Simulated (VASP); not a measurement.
# Rh (I4/mmm) in VASP: further runs

Runs on Rh. Level: LDA. Tasks: single point.

Everything below comes from runs of VASP 6.6.1. Logs are shortened: lines on timing, memory, paths and dates and some standing lists are left out, and cuts for length are marked.

**1. The cell of the first run**

Symmetry: I4/mmm, No. 139, tetragonal system. The conventional cell has a = 2.834 Å, b = 2.834 Å, c = 2.943 Å, α = 90.00°, β = 90.00°, γ = 90.00°. Rh (site symmetry 4/mmm) has 14 Rh at 2.49 to 2.94 Å within 3.3 Å.

**2. Single point, LDA (11.82 Å³/atom)**

INCAR

```
  PREC = Accurate
  ENCUT = 520
  EDIFF = 1E-7
  ISMEAR = 0
  SIGMA = 0.15
  LREAL = F
  LASPH = T
  NELM = 80
  ALGO = Normal
  ISIF = 2
  LWAVE = F
  LCHARG = T
  GGA = CA
  LELF = T
  LVHAR = T
  NBANDS = 14
```

KPOINTS

```
Automatic mesh
0
Gamma
  22 22 22
```

POSCAR

```
Rh
1.0
    0.0000000000      2.0038059083      1.4713946785
    2.0038059083      0.0000000000      1.4713946785
    2.0038059083      2.0038059083      0.0000000000
Rh
1
Direct
    0.0000000000      0.0000000000      0.0000000000
```

Potentials or basis: VASP PAW LDA potentials, release 64 (Rh_pv).

Command:

```console
> cat potpaw_LDA.64/Rh_pv/POTCAR > POTCAR
> mpirun -np 1 vasp_std > vasp.out
```

OUTCAR:

```text
PREC = Accurate
   ENCUT = 520
   EDIFF = 1E-7
   ISMEAR = 0
   LREAL = F
   LASPH = T
   NELM = 80
   ISIF = 2
   GGA = CA

 ion  position               nearest neighbor table
   1  0.000  0.000  0.000-

  LATTYP: Found a body centered tetragonal cell.
 ALAT       =     2.8338094919
 C/A-ratio  =     1.0384570189

  Lattice vectors:

 A1 = (   0.0000000000,  -2.0038059083,  -1.4713946785)
 A2 = (   0.0000000000,   2.0038059083,  -1.4713946785)
 A3 = (   2.0038059083,   0.0000000000,   1.4713946785)

Analysis of symmetry for initial positions (statically):
=====================================================================
 Subroutine PRICEL returns:
 Original cell was already a primitive cell.

 Routine SETGRP: Setting up the symmetry group for a
 body centered tetragonal supercell.

 Subroutine GETGRP returns: Found 16 space group operations
 (whereof 16 operations were pure point group operations)
 out of a pool of 16 trial point group operations.

The static configuration has the point symmetry D_4h.

Analysis of symmetry for dynamics (positions and initial velocities):
=====================================================================
 Subroutine PRICEL returns:
 Original cell was already a primitive cell.

 Routine SETGRP: Setting up the symmetry group for a
 body centered tetragonal supercell.

 Subroutine GETGRP returns: Found 16 space group operations
 (whereof 16 operations were pure point group operations)
 out of a pool of 16 trial point group operations.

The dynamic configuration has the point symmetry D_4h.

 Subroutine INISYM returns: Found 16 space group operations
 (whereof 16 operations are pure point group operations),
 and found     1 'primitive' translations

----------------------------------------------------------------------------------------

                                     Primitive cell

  volume of cell :      11.8160

  direct lattice vectors                    reciprocal lattice vectors
     0.000000000  2.003805908  1.471394679    -0.249525165  0.249525165  0.339813653
     2.003805908  0.000000000  1.471394679     0.249525165 -0.249525165  0.339813653
     2.003805908  2.003805908  0.000000000     0.249525165  0.249525165 -0.339813653

  length of vectors
     2.486008934  2.486008934  2.833809492     0.489896861  0.489896861  0.489896861

  position of ions in fractional coordinates (direct lattice)
     0.000000000  0.000000000  0.000000000

  ion indices of the primitive-cell ions
   primitive index   ion index
                 1           1

----------------------------------------------------------------------------------------

 KPOINTS: Automatic mesh

Automatic generation of k-mesh.
 Grid dimensions read from file:
 generate k-points for:   22   22   22

 Generating k-lattice:

  Cartesian coordinates                     Fractional coordinates (reciprocal lattice)
    -0.011342053  0.011342053  0.015446075     0.045454545 -0.000000000  0.000000000
     0.011342053 -0.011342053  0.015446075    -0.000000000  0.045454545  0.000000000
     0.011342053  0.011342053 -0.015446075     0.000000000  0.000000000  0.045454545

  Length of vectors
     0.022268039  0.022268039  0.022268039

  Shift w.r.t. Gamma in fractional coordinates (k-lattice)
     0.000000000  0.000000000  0.000000000

 Subroutine IBZKPT returns following result:
 ===========================================

 Found    834 irreducible k-points:

 Following reciprocal coordinates:
            Coordinates               Weight
  0.000000  0.000000  0.000000      1.000000
  0.045455  0.000000  0.000000      8.000000
  0.090909  0.000000  0.000000      8.000000
  0.136364  0.000000  0.000000      8.000000
  0.181818  0.000000  0.000000      8.000000
  0.227273  0.000000  0.000000      8.000000
[... 16 lines left out ...]
  0.500000  0.045455  0.000000      8.000000
 -0.454545  0.045455  0.000000      8.000000
 [... further k-points ...]
   k-points           NKPTS =    834   k-points in BZ     NKDIM =    834   number of bands    NBANDS=     14
   number of dos      NEDOS =    301   number of ions     NIONS =      1
   total plane-waves  NPLWV =   7776
   dimension x,y,z NGX =    18 NGY =   18 NGZ =   24
   dimension x,y,z NGXF=    36 NGYF=   36 NGZF=   48
   ions per type =               1
   NGX,Y,Z   is equivalent  to a cutoff of  12.04, 12.04, 14.08 a.u.
   NGXF,Y,Z  is equivalent  to a cutoff of  24.07, 24.07, 28.16 a.u.
 SYSTEM =  unknown system
   PREC   = accura    normal or accurate (medium, high low for compatibility)
   ISTART =      0    job   : 0-new  1-cont  2-samecut
   ICHARG =      2    charge: 1-file 2-atom 10-const
   ISPIN  =      1    spin polarized calculation?
   LNONCOLLINEAR =      F non collinear calculations
   LSORBIT =      F    spin-orbit coupling
   LASPH  =      T    aspherical Exc in radial PAW
   ENCUT  =  520.0 eV  38.22 Ry    6.18 a.u.   4.62  4.62  5.27*2*pi/ulx,y,z
   NELM   =     80;   NELMIN=  2; NELMDL= -5     # of ELM steps
   EDIFF  = 0.1E-06   stopping-criterion for ELM
   LREAL  =      F    real-space projection
   EDIFFG = 0.1E-05   stopping-criterion for IOM
   NSW    =      0    number of steps for IOM
   IBRION =     -1    ionic relax: 0-MD 1-quasi-New 2-CG
   NFREE  =      0    steps in history (QN), initial steepest desc. (CG)
   ISIF   =      2    stress and relaxation
   ISYM   =      2    0-nonsym 1-usesym 2-fastsym
   POTIM  = 0.5000    time-step for ionic-motion
   TEBEG  =    0.0;   TEEND  =   0.0 temperature during run
   PSTRESS=    0.0 pullay stress
   NELECT =      15.0000    total number of electrons
   NUPDOWN=      -1.0000    fix difference up-down
   EMIN   =  10.00;   EMAX   =-10.00  energy-range for DOS
   EFERMI =   0.00;   METHOD = LEGACY
   ISMEAR =     0;   SIGMA  =   0.15  broadening in eV -4-tet -1-fermi 0-gaus
   EFERMI_NEDOS =   21; number of points for ismear=-14 and -15
   IALGO  =     38    algorithm
   IMIX   =      4    mixing-type and parameters
     AMIX     =   0.40;   BMIX     =  1.00
     AMIX_MAG =   1.60;   BMIX_MAG =  1.00
  volume/ion in A,a.u.               =      11.82        79.74
  Fermi-wavevector in a.u.,A,eV,Ry     =   1.772618  3.349762 42.751868  3.142174
  Thomas-Fermi vector in A             =   2.838974
   LORBIT       =      0    0 simple, 1 ext, 2 COOP (PROOUT), +10 PAW based schemes
   GGA     = CA    functional components
   LHFCALC =     F    Hartree Fock is set to
   AEXX    =    0.0000 exact exchange contribution
   IVDW    =     0    specifies the selected vdW correction
   LEPSILON=     F    determine dielectric tensor
   LRPA    =     F    only Hartree local field effects (RPA)
 non-spin polarized calculation
 Gauss-broadening in eV      SIGMA  =   0.15
  energy-cutoff  :      520.00
  volume of cell :       11.82
 maximum number of plane-waves:       330
   NGX =  9   NGY =  9   NGZ = 11

 number of electron      14.9999998 magnetization

 Free energy of the ion-electron system (eV)
  ---------------------------------------------------
  ext. energy  EPLUGINS =         0.00000000
  ---------------------------------------------------
  free energy    TOTEN  =        -8.02239188 eV

  energy without entropy =       -8.00153322  energy(sigma->0) =       -8.01196255

 E-fermi :  14.5056     XC(G=0): -15.3221

 val. band max:       14.5048075586   @ k =  -0.1818   0.2273   0.1818
 cond. band min:      14.5061927575   @ k =   0.4545   0.0455   0.1818
 fundamental gap:      0.0013851989
 Fermi energy:        14.5055689768

 k-point     1 :       0.0000    0.0000    0.0000
  band No.  band energies     occupation
      1     -31.5516      2.00000
      2     -31.5516      2.00000
      3     -31.4652      2.00000
      4       5.5706      2.00000
      5      10.6170      2.00000
      6      10.6170      2.00000
      7      11.0014      2.00000
      8      13.5497      2.00000
      9      14.1600      1.99888
     10      32.4554      0.00000
     11      33.3322      0.00000
     12      33.3322      0.00000
     13      35.0112      0.00000
     14      45.1912      0.00000

 k-point     2 :       0.0455    0.0000    0.0000
  band No.  band energies     occupation
      1     -31.5677      2.00000
      2     -31.5598      2.00000
      3     -31.4763      2.00000
      4       5.6730      2.00000
      5      10.6181      2.00000
      6      10.6316      2.00000
      7      11.0288      2.00000
      8      13.5052      2.00000
      9      14.1392      1.99945
     10      32.5671      0.00000
     11      33.4040      0.00000
     12      33.4896      0.00000
     13      35.0110      0.00000
     14      44.2823      0.00000

 k-point     3 :       0.0909    0.0000    0.0000
  band No.  band energies     occupation
      1     -31.6309      2.00000
      2     -31.5839      2.00000
      3     -31.4919      2.00000
      4       5.9694      2.00000
      5      10.5818      2.00000
      6      10.6179      2.00000
      7      11.2078      2.00000
      8      13.3833      2.00000
      9      14.0967      1.99988
     10      32.8429      0.00000
     11      33.5752      0.00000
     12      33.9540      0.00000
     13      35.0106      0.00000
     14      42.8246      0.00000

 k-point     4 :       0.1364    0.0000    0.0000
  band No.  band energies     occupation
      1     -31.7471      2.00000
      2     -31.6216      2.00000
      3     -31.4989      2.00000
      4       6.4228      2.00000
      5      10.4155      2.00000
      6      10.6151      2.00000
      7      11.5979      2.00000
      8      13.2325      2.00000
      9      14.0629      1.99997
     10      33.1089      0.00000
     11      33.7002      0.00000
     12      34.7025      0.00000
     13      35.0104      0.00000
     14      41.6508      0.00000

 k-point     5 :       0.1818    0.0000    0.0000
  band No.  band energies     occupation
      1     -31.9005      2.00000
      2     -31.6698      2.00000
      3     -31.5017      2.00000
      4       6.9528      2.00000
      5      10.1822      2.00000
      6      10.6460      2.00000
      7      12.1565      2.00000
      8      13.1281      2.00000
      9      14.0513      1.99998
     10      33.0996      0.00000
     11      33.5561      0.00000
[... 276 lines left out ...]
 k-point    22 :       0.4545    0.0455    0.0000
  band No.  band energies     occupation
      1     -32.7456      2.00000
      2     -31.9505      2.00000
      3     -31.5222      2.00000
      4       7.2411      2.00000
      5       9.0558      2.00000
      6      13.4773      2.00000
      7      13.5356      2.00000
      8      16.1607      0.00000
      9      16.4299      0.00000
     10      26.1781      0.00000
     11      29.7146      0.00000
     12      35.0126      0.00000
     13      35.2049      0.00000
     14      41.2548      0.00000

 k-point    23 :       0.5000    0.0455    0.0000
  band No.  band energies     occupation
      1     -32.7719      2.00000
      2     -31.9581      2.00000
      3     -31.5227      2.00000
      4       7.1958      2.00000
      5       9.0195      2.00000
      6      13.3834      2.00000
      7      13.7569      2.00000
      8      16.4736      0.00000
      9      16.5956      0.00000
     10      25.7302      0.00000
     11      29.5729      0.00000
     12      34.9215      0.00000
     13      35.0124      0.00000
     14      41.0245      0.00000

 k-point    24 :      -0.4545    0.0455    0.0000
  band No.  band energies     occupation
      1     -32.7500      2.00000
      2     -31.9499      2.00000
      3     -31.5233      2.00000
      4       7.2369      2.00000
      5       9.0480      2.00000
      6      13.1979      2.00000
      7      13.8901      2.00000
      8      16.1770      0.00000
      9      16.4145      0.00000
     10      26.1171      0.00000
     11      29.6828      0.00000
     12      35.0123      0.00000
     13      35.2336      0.00000
     14      41.0906      0.00000

 [... further k-points ...]

------------------------ aborting loop because EDIFF is reached ----------------------------------------

  FORCE on cell =-STRESS in cart. coord.  units (eV):
  Direction    XX          YY          ZZ          XY          YZ          ZX
  --------------------------------------------------------------------------------------
  -------------------------------------------------------------------------------------
  Total        3.8511751      3.8511751      5.2533861      0.0000000     -0.0000000     -0.0000000
  in kB      522.1957940    522.1957940    712.3270239      0.0000000     -0.0000000     -0.0000000
  external PRESSURE =     585.5728707 kB  Pullay stress =       0.0000000 kB

 VOLUME and BASIS-vectors are now :
 -----------------------------------------------------------------------------
  energy-cutoff  :      520.00
  volume of cell :       11.82
      direct lattice vectors                 reciprocal lattice vectors
     0.000000000  2.003805908  1.471394679    -0.249525165  0.249525165  0.339813653
     2.003805908  0.000000000  1.471394679     0.249525165 -0.249525165  0.339813653
     2.003805908  2.003805908  0.000000000     0.249525165  0.249525165 -0.339813653

 POSITION                                       TOTAL-FORCE (eV/Angst)
 -----------------------------------------------------------------------------------
      0.00000      0.00000      0.00000         0.000000      0.000000      0.000000
 -----------------------------------------------------------------------------------
    total drift:                                0.000000     -0.000000      0.000000

  FREE ENERGIE OF THE ION-ELECTRON SYSTEM (eV)
  ---------------------------------------------------
  free  energy   TOTEN  =        -8.0223918785 eV

  energy  without entropy=       -8.0015332191  energy(sigma->0) =       -8.01196255
```

Wall time 67 s (1 thread of AMD EPYC 9R14 (Zen 4), shared host); peak memory 0.19 GiB.

Results:

| Quantity | Value |
| --- | --- |
| Free energy | -8.0224 eV |
| Pressure | 58.6 GPa |
| Band gap on the k mesh | zero (an odd number of electrons rules out a gap without spin polarisation) |

Stress tensor (GPa, compression positive):
```
52.22  0.00  0.00
 0.00 52.22  0.00
 0.00  0.00 71.23
```

Caveat: the stress differs along the axes, from 52 to 71 GPa.

**3. Single point, LDA (11.82 Å³/atom)**

INCAR

```
PREC = Accurate ; ENCUT = 520
EDIFF = 1E-6 ; ISMEAR = 0
SIGMA = 0.15 ; LREAL = F
LASPH = T ; NELM = 100
ALGO = Normal ; ISIF = 2
LWAVE = F ; LCHARG = F
NBANDS = 14
```

KPOINTS is that of step 2.

POSCAR

```
Rh
1.0
    0.0000000000      2.0560850355      1.3975209987
    2.0560850355      0.0000000000      1.3975209987
    2.0560850355      2.0560850355      0.0000000000
Rh
1
Direct
    0.0000000000      0.0000000000      0.0000000000
```

Potentials or basis: VASP PAW LDA potentials, release 64 (Rh_pv).

Command:

```console
> cat potpaw_LDA.64/Rh_pv/POTCAR > POTCAR
> mpirun -np 1 vasp_std > vasp.out
```

Run time: 64 s. Hardware: 1 thread of AMD EPYC 9R14 (Zen 4), shared host; peak memory 0.19 GiB.

The run converged. Its results:

| Item | Value |
| --- | --- |
| Free energy | -8.0229 eV |
| Pressure | 58.5 GPa |
| Band gap on the k mesh | zero (an odd number of electrons rules out a gap without spin polarisation) |

Stress tensor (GPa, compression positive):
```
64.65  0.00  0.00
 0.00 64.65  0.00
 0.00  0.00 46.32
```

Levels at points of the mesh, in eV from the Fermi level:
```csv
k point,band 3,band 4,band 5,band 6,band 7,band 8,band 9,band 10,band 11,band 12
"(0.00, 0.00, 0.00)",-45.98,-8.93,-4.03,-3.61,-3.61,-0.99,-0.29,18.22,18.22,19.19
"(0.50, 0.00, 0.00)",-46.06,-7.41,-5.88,-0.56,0.06,1.43,2.19,11.58,14.66,19.97
"(0.50, 0.50, 0.00)",-46.90,-7.59,-7.57,1.40,1.40,1.60,9.88,9.88,11.20,20.49
"(0.50, 0.00, 0.50)",-45.96,-7.36,-5.40,-1.06,-0.22,1.08,2.08,11.08,14.96,20.52
```

Caveat: the stress differs along the axes, from 46 to 65 GPa.
